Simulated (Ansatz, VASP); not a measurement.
**Two plane-wave programs on SiO2**

POSCAR

```
SiO2
1.0
   -0.0579627293      2.2641691115      2.2641691115
    2.2641691115     -0.0579627293      2.2641691115
    2.2062063822      2.2062063822      0.0000000000
Si O
1 2
Direct
    0.0000000000      0.0000000000      0.0000000000
    0.2481656933      0.2481656933      0.2518343067
    0.7518343067      0.7518343067      0.7481656933
```

INCAR.step1

```
SYSTEM = SiO2
ALGO = Normal
EDIFF = 1E-5
ENCUT = 520
GGA = PE
GGA_COMPAT = .FALSE.
ISIF = 2
ISMEAR = 0
LASPH = .TRUE.
LCHARG = .FALSE.
LREAL = .FALSE.
LWAVE = .TRUE.
NBANDS = 15
NELM = 120
PREC = Accurate
SIGMA = 0.01
```

The input INCAR.step2:

```
SYSTEM = SiO2
ALGO = Normal
EDIFF = 1E-6
ENCUT = 520
GGA = PE
GGA_COMPAT = .FALSE.
HFSCREEN = 0.2079
ISIF = 2
ISMEAR = 0
ISTART = 1
LASPH = .TRUE.
LCHARG = .FALSE.
LHFCALC = .TRUE.
LREAL = .FALSE.
LWAVE = .FALSE.
NBANDS = 15
NELM = 120
PREC = Accurate
PRECFOCK = Normal
SIGMA = 0.01
```

File KPOINTS:

```
k-points
0
G
  6 6 6
  0 0 0
```

Input for Ansatz:

```yaml
crystal:
  lattice:
    - [-0.0579627293, 2.2641691115, 2.2641691115]
    - [2.2641691115, -0.0579627293, 2.2641691115]
    - [2.2062063822, 2.2062063822, 0.0]
  atoms:
    - { symbol: Si, position: [0.0, 0.0, 0.0] }
    - { symbol: O, position: [0.2481656933, 0.2481656933, 0.2518343067] }
    - { symbol: O, position: [0.7518343067, 0.7518343067, 0.7481656933] }
kpoints:
  mp_grid: { grid: [6, 6, 6] }
  band_path:
    path:
      - [0.0, 0.0, 0.0]
      - [0.5, 0.0, 0.5]
      - [0.625, 0.25, 0.625]
      - [0.375, 0.375, 0.75]
      - [0.5, 0.5, 0.5]
      - [0.5, 0.25, 0.75]
    npoints: 1
hamiltonian:
  xc: hse06
scf:
  occupations: { method: fixed }
  n_extra_bands: 4
output:
  forces: true
  stress: true
  eigenvalues: true
```

Change from the starting cell: shear_xy strain -5.1%.

Alike in both runs: task single point; functional HSE06; k mesh 6 × 6 × 6; no spin polarisation.

```csv
,VASP,Ansatz
version,VASP 6.6.1,Ansatz 0.2.0
potentials or method,"VASP PAW PBE potentials, release 64 (Si, O)","plane waves, PAW"
plane-wave cutoff (eV),520,420
occupations,"gaussian, width 0.01 eV",fixed
valence electrons in the cell,16,16
```

VASP gave:

| Item | Value |
| --- | --- |
| gap on the k mesh at the Fermi level (eV) | 3.64 |
| pressure (GPa) | -3.2 |
| traceless stress, the component that is largest in VASP (GPa) | -6.56 |
| rms of the force components (eV/Å) | 0.013 |

**Question.** Which values does Ansatz return?

**Answer.** gap on the k mesh at the Fermi level (eV): 3.67; pressure (GPa): -3.5; traceless stress, the component that is largest in VASP (GPa): -6.66; rms of the force components (eV/Å): 0.013.

Atom by atom the forces differ by 0.001 eV/Å (rms over components). Ansatz's warnings: stress exchange threshold loose, stress scf threshold loose.
